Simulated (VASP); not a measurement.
# RbCl (Fm-3m) in VASP: notebook

The runs below take RbCl through single point, relaxation of cell and atoms, with PBEsol.

Program: VASP 6.6.1. These are calculated values, not measurements. Logs are shortened: lines on timing, memory, paths and dates and some standing lists are left out, and cuts for length are marked.

### 1 The cell of the first run

It takes space group Fm-3m (No. 225, cubic). Conventional cell: a = 6.340 Å, b = 6.340 Å, c = 6.340 Å, α = 90.00°, β = 90.00°, γ = 90.00°. Within 4.2 Å of Rb (site symmetry m-3m) lie 6 Cl at 3.17 Å. Cl (site symmetry m-3m) has 6 Rb at 3.17 Å within 4.2 Å.

### 2 Single point, PBEsol

Input file INCAR:

```
ALGO     = Normal         # electronic algorithm
EDIFF    = 1E-6           # SCF threshold, eV
ENCUT    = 500            # plane-wave cutoff, eV
GGA      = PS             # functional
GGA_COMPAT= False        
ISIF     = 2              # what is computed and relaxed
ISMEAR   = 0              # smearing method
LASPH    = True           # aspherical terms in the spheres
LCHARG   = True           # write CHGCAR
LELF     = True           # ELF
LREAL    = False          # projectors in reciprocal space
LVHAR    = True         
LWAVE    = False          # write WAVECAR
NBANDS   = 15             # bands
NELM     = 120            # most SCF steps
PREC     = Accurate       # precision mode
SIGMA    = 0.01           # smearing width, eV
```

Input file KPOINTS:

```
k-points
0
Gamma
  6 6 6
```

Input file POSCAR:

```
RbCl
1.0
    0.0000000000      3.1702163160      3.1702163160
    3.1702163160      0.0000000000      3.1702163160
    3.1702163160      3.1702163160      0.0000000000
Rb Cl
1 1
Direct
    0.0000000000      0.0000000000      0.0000000000
    0.5000000000      0.5000000000      0.5000000000
```

Potentials or basis: VASP PAW PBE potentials, release 64 (Rb_sv, Cl).

On the command line:

```console
$ cat potpaw_PBE.64/Rb_sv/POTCAR potpaw_PBE.64/Cl/POTCAR > POTCAR
$ mpirun -np 1 vasp_std > vasp.out
```

OUTCAR:

```text
EDIFF = 1E-6
   ENCUT = 500
   GGA = PS
   ISIF = 2
   ISMEAR = 0
   LASPH = True
   LREAL = False
   NELM = 120
   PREC = Accurate

 ion  position               nearest neighbor table
   1  0.000  0.000  0.000-   2 3.17   2 3.17   2 3.17   2 3.17   2 3.17   2 3.17
   2  0.500  0.500  0.500-   1 3.17   1 3.17   1 3.17   1 3.17   1 3.17   1 3.17

  LATTYP: Found a face centered cubic cell.
 ALAT       =     6.3404326320

  Lattice vectors:

 A1 = (   0.0000000000,   3.1702163160,   3.1702163160)
 A2 = (   3.1702163160,   0.0000000000,   3.1702163160)
 A3 = (   3.1702163160,   3.1702163160,   0.0000000000)

Analysis of symmetry for initial positions (statically):
=====================================================================
 Subroutine PRICEL returns:
 Original cell was already a primitive cell.

 Routine SETGRP: Setting up the symmetry group for a
 face centered cubic supercell.

 Subroutine GETGRP returns: Found 48 space group operations
 (whereof 48 operations were pure point group operations)
 out of a pool of 48 trial point group operations.

The static configuration has the point symmetry O_h .

Analysis of symmetry for dynamics (positions and initial velocities):
=====================================================================
 Subroutine PRICEL returns:
 Original cell was already a primitive cell.

 Routine SETGRP: Setting up the symmetry group for a
 face centered cubic supercell.

 Subroutine GETGRP returns: Found 48 space group operations
 (whereof 48 operations were pure point group operations)
 out of a pool of 48 trial point group operations.

The dynamic configuration has the point symmetry O_h .

 Subroutine INISYM returns: Found 48 space group operations
 (whereof 48 operations are pure point group operations),
 and found     1 'primitive' translations

----------------------------------------------------------------------------------------

                                     Primitive cell

  volume of cell :      63.7231

  direct lattice vectors                    reciprocal lattice vectors
     0.000000000  3.170216316  3.170216316    -0.157717944  0.157717944  0.157717944
     3.170216316  0.000000000  3.170216316     0.157717944 -0.157717944  0.157717944
     3.170216316  3.170216316  0.000000000     0.157717944  0.157717944 -0.157717944

  length of vectors
     4.483362910  4.483362910  4.483362910     0.273175493  0.273175493  0.273175493

  position of ions in fractional coordinates (direct lattice)
     0.000000000  0.000000000  0.000000000
     0.500000000  0.500000000  0.500000000

  ion indices of the primitive-cell ions
   primitive index   ion index
                 1           1
                 2           2

----------------------------------------------------------------------------------------

 KPOINTS: k-points

Automatic generation of k-mesh.
 Grid dimensions read from file:
 generate k-points for:    6    6    6

 Generating k-lattice:

  Cartesian coordinates                     Fractional coordinates (reciprocal lattice)
    -0.026286324  0.026286324  0.026286324     0.166666667  0.000000000  0.000000000
     0.026286324 -0.026286324  0.026286324     0.000000000  0.166666667  0.000000000
     0.026286324  0.026286324 -0.026286324     0.000000000  0.000000000  0.166666667

  Length of vectors
     0.045529249  0.045529249  0.045529249

  Shift w.r.t. Gamma in fractional coordinates (k-lattice)
     0.000000000  0.000000000  0.000000000

 Subroutine IBZKPT returns following result:
 ===========================================

 Found     16 irreducible k-points:

 Following reciprocal coordinates:
            Coordinates               Weight
  0.000000  0.000000  0.000000      1.000000
  0.166667  0.000000  0.000000      8.000000
  0.333333  0.000000  0.000000      8.000000
  0.500000  0.000000  0.000000      4.000000
  0.166667  0.166667  0.000000      6.000000
  0.333333  0.166667  0.000000     24.000000
[... 8 lines left out ...]
 -0.333333  0.333333  0.166667     24.000000
 -0.333333  0.500000  0.166667     12.000000
   k-points           NKPTS =     16   k-points in BZ     NKDIM =     16   number of bands    NBANDS=     15
   number of dos      NEDOS =    301   number of ions     NIONS =      2
   total plane-waves  NPLWV =  46656
   dimension x,y,z NGX =    36 NGY =   36 NGZ =   36
   dimension x,y,z NGXF=    72 NGYF=   72 NGZF=   72
   ions per type =               1   1
   NGX,Y,Z   is equivalent  to a cutoff of  13.35, 13.35, 13.35 a.u.
   NGXF,Y,Z  is equivalent  to a cutoff of  26.70, 26.70, 26.70 a.u.
 SYSTEM =  unknown system
   PREC   = accura    normal or accurate (medium, high low for compatibility)
   ISTART =      0    job   : 0-new  1-cont  2-samecut
   ICHARG =      2    charge: 1-file 2-atom 10-const
   ISPIN  =      1    spin polarized calculation?
   LNONCOLLINEAR =      F non collinear calculations
   LSORBIT =      F    spin-orbit coupling
   LASPH  =      T    aspherical Exc in radial PAW
   ENCUT  =  500.0 eV  36.75 Ry    6.06 a.u.   8.17  8.17  8.17*2*pi/ulx,y,z
   NELM   =    120;   NELMIN=  2; NELMDL= -5     # of ELM steps
   EDIFF  = 0.1E-05   stopping-criterion for ELM
   LREAL  =      F    real-space projection
   EDIFFG = 0.1E-04   stopping-criterion for IOM
   NSW    =      0    number of steps for IOM
   IBRION =     -1    ionic relax: 0-MD 1-quasi-New 2-CG
   NFREE  =      0    steps in history (QN), initial steepest desc. (CG)
   ISIF   =      2    stress and relaxation
   ISYM   =      2    0-nonsym 1-usesym 2-fastsym
   POTIM  = 0.5000    time-step for ionic-motion
   TEBEG  =    0.0;   TEEND  =   0.0 temperature during run
   PSTRESS=    0.0 pullay stress
   NELECT =      16.0000    total number of electrons
   NUPDOWN=      -1.0000    fix difference up-down
   EMIN   =  10.00;   EMAX   =-10.00  energy-range for DOS
   EFERMI =   0.00;   METHOD = LEGACY
   ISMEAR =     0;   SIGMA  =   0.01  broadening in eV -4-tet -1-fermi 0-gaus
   EFERMI_NEDOS =   21; number of points for ismear=-14 and -15
   IALGO  =     38    algorithm
   IMIX   =      4    mixing-type and parameters
     AMIX     =   0.40;   BMIX     =  1.00
     AMIX_MAG =   1.60;   BMIX_MAG =  1.00
  volume/ion in A,a.u.               =      31.86       215.01
  Fermi-wavevector in a.u.,A,eV,Ry     =   1.032799  1.951708 14.512986  1.066674
  Thomas-Fermi vector in A             =   2.167015
   LORBIT       =      0    0 simple, 1 ext, 2 COOP (PROOUT), +10 PAW based schemes
   GGA     = PS    functional components
   LHFCALC =     F    Hartree Fock is set to
   AEXX    =    0.0000 exact exchange contribution
   IVDW    =     0    specifies the selected vdW correction
   LEPSILON=     F    determine dielectric tensor
   LRPA    =     F    only Hartree local field effects (RPA)
 non-spin polarized calculation
 Gauss-broadening in eV      SIGMA  =   0.01
  energy-cutoff  :      500.00
  volume of cell :       63.72
 maximum number of plane-waves:      1639
 NGX is ok and might be reduce to    36
   NGX = 17   NGY = 17   NGZ = 17

 number of electron      15.9999999 magnetization

 Free energy of the ion-electron system (eV)
  ---------------------------------------------------
  ext. energy  EPLUGINS =         0.00000000
  ---------------------------------------------------
  free energy    TOTEN  =        -6.85639830 eV

  energy without entropy =       -6.85639830  energy(sigma->0) =       -6.85639830

 E-fermi :  -1.4273     XC(G=0):  -8.0132

 val. band max:       -1.4975490733   @ k =   0.0000   0.0000   0.0000
 cond. band min:       3.6897322141   @ k =   0.0000   0.0000   0.0000
 fundamental gap:      5.1872812873
 Fermi energy:        -1.4273429881

 k-point     1 :       0.0000    0.0000    0.0000
  band No.  band energies     occupation
      1     -25.1301      2.00000
      2     -13.5807      2.00000
      3      -9.1889      2.00000
      4      -9.1889      2.00000
      5      -9.1889      2.00000
      6      -1.4975      2.00000
      7      -1.4975      2.00000
      8      -1.4975      2.00000
      9       3.6897      0.00000
     10       6.4355      0.00000
     11       6.4355      0.00000
     12       6.4355      0.00000
     13       7.5026      0.00000
     14       7.5026      0.00000
     15      10.7106      0.00000

 k-point     2 :       0.1667    0.0000    0.0000
  band No.  band energies     occupation
      1     -25.1228      2.00000
      2     -13.6093      2.00000
      3      -9.1925      2.00000
      4      -9.1925      2.00000
      5      -9.1724      2.00000
      6      -1.8226      2.00000
      7      -1.6220      2.00000
      8      -1.6220      2.00000
      9       4.3938      0.00000
     10       6.2669      0.00000
     11       6.8247      0.00000
     12       6.8247      0.00000
     13       7.9969      0.00000
     14       7.9969      0.00000
     15      11.9027      0.00000

 k-point     3 :       0.3333    0.0000    0.0000
  band No.  band energies     occupation
      1     -25.1081      2.00000
      2     -13.6659      2.00000
      3      -9.1994      2.00000
      4      -9.1994      2.00000
      5      -9.1401      2.00000
      6      -2.3507      2.00000
      7      -1.8533      2.00000
      8      -1.8533      2.00000
      9       5.8066      0.00000
     10       6.3755      0.00000
     11       7.9111      0.00000
     12       7.9111      0.00000
     13       9.2335      0.00000
     14       9.2335      0.00000
     15      12.0278      0.00000
[... 199 lines left out ...]
 k-point    15 :      -0.3333    0.3333    0.1667
  band No.  band energies     occupation
      1     -25.0946      2.00000
      2     -13.6063      2.00000
      3      -9.4070      2.00000
      4      -9.3926      2.00000
      5      -9.1615      2.00000
      6      -2.1726      2.00000
      7      -1.8145      2.00000
      8      -1.7865      2.00000
      9       6.2534      0.00000
     10       6.3361      0.00000
     11       8.4524      0.00000
     12       8.5598      0.00000
     13       9.9413      0.00000
     14      10.6977      0.00000
     15      11.0306      0.00000

 k-point    16 :      -0.3333    0.5000    0.1667
  band No.  band energies     occupation
      1     -25.0926      2.00000
      2     -13.5628      2.00000
      3      -9.5321      2.00000
      4      -9.4090      2.00000
      5      -9.2063      2.00000
      6      -1.9538      2.00000
      7      -1.7714      2.00000
      8      -1.6699      2.00000
      9       5.2730      0.00000
     10       7.2337      0.00000
     11       7.7416      0.00000
     12       8.7619      0.00000
     13       9.7259      0.00000
     14      10.7682      0.00000
     15      11.3823      0.00000

------------------------ aborting loop because EDIFF is reached ----------------------------------------

  FORCE on cell =-STRESS in cart. coord.  units (eV):
  Direction    XX          YY          ZZ          XY          YZ          ZX
  --------------------------------------------------------------------------------------
  -------------------------------------------------------------------------------------
  Total        0.8064258      0.8064258      0.8064258     -0.0000000     -0.0000000     -0.0000000
  in kB       20.2758149     20.2758149     20.2758149     -0.0000000     -0.0000000     -0.0000000
  external PRESSURE =      20.2758149 kB  Pullay stress =       0.0000000 kB

 VOLUME and BASIS-vectors are now :
 -----------------------------------------------------------------------------
  energy-cutoff  :      500.00
  volume of cell :       63.72
      direct lattice vectors                 reciprocal lattice vectors
     0.000000000  3.170216316  3.170216316    -0.157717944  0.157717944  0.157717944
     3.170216316  0.000000000  3.170216316     0.157717944 -0.157717944  0.157717944
     3.170216316  3.170216316  0.000000000     0.157717944  0.157717944 -0.157717944

 POSITION                                       TOTAL-FORCE (eV/Angst)
 -----------------------------------------------------------------------------------
      0.00000      0.00000      0.00000         0.000000     -0.000000      0.000000
      3.17022      3.17022      3.17022         0.000000      0.000000     -0.000000
 -----------------------------------------------------------------------------------
    total drift:                                0.000000      0.000000      0.000000

  FREE ENERGIE OF THE ION-ELECTRON SYSTEM (eV)
  ---------------------------------------------------
  free  energy   TOTEN  =        -6.8563983047 eV

  energy  without entropy=       -6.8563983047  energy(sigma->0) =       -6.85639830
```

Run time: 12 s. Hardware: 1 thread of Intel Xeon Platinum 8559C (Emerald Rapids), shared host; peak memory 0.2 GiB.

What came out:

| Item | Value |
| --- | --- |
| Free energy | -6.8564 eV |
| Pressure | 2.0 GPa |
| Band gap on the k mesh | 5.19 eV, direct |

Caveat: the PAW data sets were made with another functional, which shifts forces and pressure a little.

### 3 Single point, PBEsol

This run uses another cell than the first one, of 33.21 Å³/atom, 1.042 times its volume.

Input file INCAR:

```
PREC = Accurate ; ENCUT = 500
EDIFF = 1E-6 ; ISMEAR = 0
SIGMA = 0.01 ; LREAL = F
LASPH = T ; NELM = 120
ALGO = Normal ; ISIF = 2
LWAVE = F ; LCHARG = T
GGA = PS ; LELF = T
LVHAR = T ; NBANDS = 15
GGA_COMPAT = F
```

Input file KPOINTS:

```
regular mesh
0
Gamma
  6 6 6
```

Input file POSCAR:

```
RbCl
1.0
    0.0000000000      3.2143142716      3.2143142716
    3.2143142716      0.0000000000      3.2143142716
    3.2143142716      3.2143142716      0.0000000000
Rb Cl
1 1
Direct
    0.0000000000      0.0000000000      0.0000000000
    0.5000000000      0.5000000000      0.5000000000
```

Potentials or basis: VASP PAW PBE potentials, release 64 (Rb_sv, Cl).

On the command line:

```console
$ cat potpaw_PBE.64/Rb_sv/POTCAR potpaw_PBE.64/Cl/POTCAR > POTCAR
$ mpirun -np 1 vasp_std > vasp.out
```

It took 11 s on 1 thread of Intel Xeon Platinum 8559C (Emerald Rapids), shared host; peak memory 0.2 GiB.

The run converged. Its results:

```yaml
Free_energy: -6.8825 eV
Pressure: 1.0 GPa
Band_gap_on_the_k_mesh: 5.05 eV, direct
```

Levels at points of the mesh, in eV from the valence-band top:
```
           k point  band 6  band 7  band 8  band 9  band 10  band 11
(0.00, 0.00, 0.00)    0.00    0.00    0.00    5.05     7.93     7.93
(0.50, 0.00, 0.00)   -1.01   -0.42   -0.42    7.82     8.11    10.33
(0.50, 0.50, 0.00)   -0.32   -0.10   -0.10    6.01     8.26     9.94
```

Caveat: the PAW data sets were made with another functional, which shifts forces and pressure a little. Expect the measured gap to be larger: semilocal functionals such as PBEsol lack the derivative discontinuity.

### 4 Relaxation of cell and atoms, PBEsol, target pressure 1 GPa, at which the enthalpy is minimised

This run uses another cell than the first one, of 35.09 Å³/atom, 1.101 times its volume.

Input file INCAR:

```
  ALGO = Normal
  EDIFF = 1E-7
  EDIFFG = -0.002
  ENCUT = 500
  GGA = PS
  GGA_COMPAT = False
  IBRION = 2
  ISIF = 3
  ISMEAR = 0
  LASPH = True
  LCHARG = False
  LREAL = False
  LWAVE = False
  NELM = 120
  NELMIN = 4
  NSW = 100
  PREC = Accurate
  PSTRESS = 10.0
  SIGMA = 0.01
```

Input file KPOINTS:

```
k-points
0
Gamma
  6 6 6
```

Input file POSCAR:

```
RbCl
1.0
    0.0000000000      3.2740000000      3.2740000000
    3.2740000000      0.0000000000      3.2740000000
    3.2740000000      3.2740000000      0.0000000000
Rb Cl
1 1
Direct
    0.0000000000      0.0000000000      0.0000000000
    0.5000000000      0.5000000000      0.5000000000
```

On the command line:

```console
$ cat potpaw_PBE.64/Rb_sv/POTCAR potpaw_PBE.64/Cl/POTCAR > POTCAR
$ mpirun -np 1 vasp_std > vasp.out
```

It took 30 s on 1 thread of Intel Xeon Platinum 8559C (Emerald Rapids), shared host; peak memory 0.22 GiB.

Results (log left out):

```yaml
Free_energy: -6.8839 eV
Relaxed_volume: 33.26 Å³/atom
Relaxed_cell: a = 4.548 Å, b = 4.548 Å, c = 4.548 Å, α = 60.00°, β = 60.00°, γ = 60.00°
Space_group_after_relaxing_to_0.05_Å: Fm-3m (No. 225)
Energy_change_on_relaxing_the_enthalpy_is_what_falls: +5.3 meV/atom
Ionic_steps: 4
Pressure_after_relaxing: 1.0 GPa
Band_gap_on_the_k_mesh: 5.05 eV, direct
```

The path:
```
step  energy change (eV)  largest force (eV/Å)  pressure (GPa)  volume (Å³)
   1              0.0000                0.0000           -0.02        70.19
   2              0.0037                0.0000            0.57        67.94
   3              0.0102                0.0000            0.98        66.59
   4              0.0107                0.0000            1.01        66.52
```

Final structure:
```
Rb Cl
1.0
     0.00000    3.21591    3.21591
     3.21591    0.00000    3.21591
     3.21591    3.21591    0.00000
Rb Cl
1 1
Direct
  0.00000 0.00000 0.00000
  0.50000 0.50000 0.50000
```

Levels at points of the mesh, in eV from the valence-band top:
| k point | band 5 | band 6 | band 7 | band 8 | band 9 | band 10 | band 11 | band 12 |
| --- | --- | --- | --- | --- | --- | --- | --- | --- |
| (0.00, 0.00, 0.00) | -7.78 | 0.00 | 0.00 | 0.00 | 5.05 | 7.93 | 7.93 | 7.93 |
| (0.50, 0.00, 0.00) | -7.73 | -1.00 | -0.42 | -0.42 | 7.82 | 8.10 | 10.33 | 10.33 |
| (0.50, 0.50, 0.00) | -7.91 | -0.32 | -0.10 | -0.10 | 6.01 | 8.25 | 9.93 | 10.15 |

Caveat: the cell is relaxed towards a set pressure, so the enthalpy falls and the energy may rise; the PAW data sets were made with another functional, which shifts forces and pressure a little.

### 5 Overview

```csv
task,cell,gap on the mesh (eV),pressure (GPa)
single point,"a = 4.483 Å, angles 60.0°, 2 atoms",5.19,2.0
single point,"a = 4.546 Å, angles 60.0°, 2 atoms",5.05,1.0
relaxation of cell and atoms,"relaxed to 1 GPa from a = 4.630 Å, angles 60.0°, 2 atoms",5.05,1.0
```

Alike in all rows: level PBEsol; potentials or basis VASP PAW PBE potentials, release 64 (Rb_sv, Cl); no spin polarisation; k mesh 6 × 6 × 6; cutoff (eV) 500; smearing gaussian 0.01 eV.

Caveats: the PAW data sets were made with another functional, which shifts forces and pressure a little; the cell is relaxed towards a set pressure, so the enthalpy falls and the energy may rise (some runs).

Total energies depend on the potentials used, so only differences within one code and one set of settings carry meaning.
